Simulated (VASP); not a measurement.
A run of VASP 6.6.1 is set up as follows.

INCAR

```
PREC = Accurate ; ENCUT = 600
EDIFF = 1E-6 ; ISMEAR = 0
SIGMA = 0.1 ; LREAL = F
LASPH = T ; NELM = 60
ALGO = Normal ; ISIF = 3
LWAVE = F ; LCHARG = F
GGA = PE ; IBRION = 2
NSW = 80 ; EDIFFG = -0.025
```

The input KPOINTS:

```
Automatic mesh
0
Gamma
  4 4 4
```

POSCAR

```
Al2Ga3As5
1.0
   -0.0014334318     -4.1064279973      0.0263640375
    4.0777162013      0.0014334318      0.0403625357
   -1.8954052482      1.9592647642     14.3963021898
Al Ga As
2 3 5
Direct
    0.7019411876      0.6900735520      0.3980725684
    0.3187172823      0.3226763325      0.6033297550
    0.8731083031      0.9087842919      0.7973410672
    0.5060073887      0.5172472318      1.0039549618
    0.0996438911      0.0823377018      0.2027807691
    0.3482051944      0.8486445685      0.7013442848
    0.9399100130      0.4550829641      0.9021918820
    0.5550674015      0.0457050489      0.0995363037
    0.1411919378      0.6232022241      0.2962260116
    0.7662074004      0.2562460844      0.4952223963
```

Potentials or basis: VASP PAW PBE potentials, release 64 (Al, Ga_d, As).

The run is started by

```bash
$ cat potpaw_PBE.64/Al/POTCAR potpaw_PBE.64/Ga_d/POTCAR potpaw_PBE.64/As/POTCAR > POTCAR
$ mpirun -np 1 vasp_std > vasp.out
```

Problem. Estimate the space group after relaxing (to 0.1 Å).

Solution. I-4m2 (No. 119).

Problem. What does it give for the band gap on the k mesh?

Solution. 0.66 eV.

Problem. What does it give for the relaxed volume?

Solution. 23.72 Å³/atom.

Problem. Estimate the relaxed cell.

Solution. a = 4.089 Å, b = 4.088 Å, c = 14.482 Å, α = 98.15°, β = 98.12°, γ = 90.00°.

Forces in eV/Å, atoms in the order of the input:
```
Al   0.007  0.013 -0.002
Al   0.000  0.004  0.007
Ga  -0.002  0.006 -0.002
Ga   0.009  0.004  0.007
Ga   0.005  0.001  0.008
As  -0.011 -0.003  0.006
As  -0.012 -0.015  0.001
As  -0.002 -0.004  0.003
As   0.004  0.002 -0.019
As   0.003 -0.008 -0.010
```

Caveat: semilocal functionals underestimate gaps, and a narrow one can read as zero.
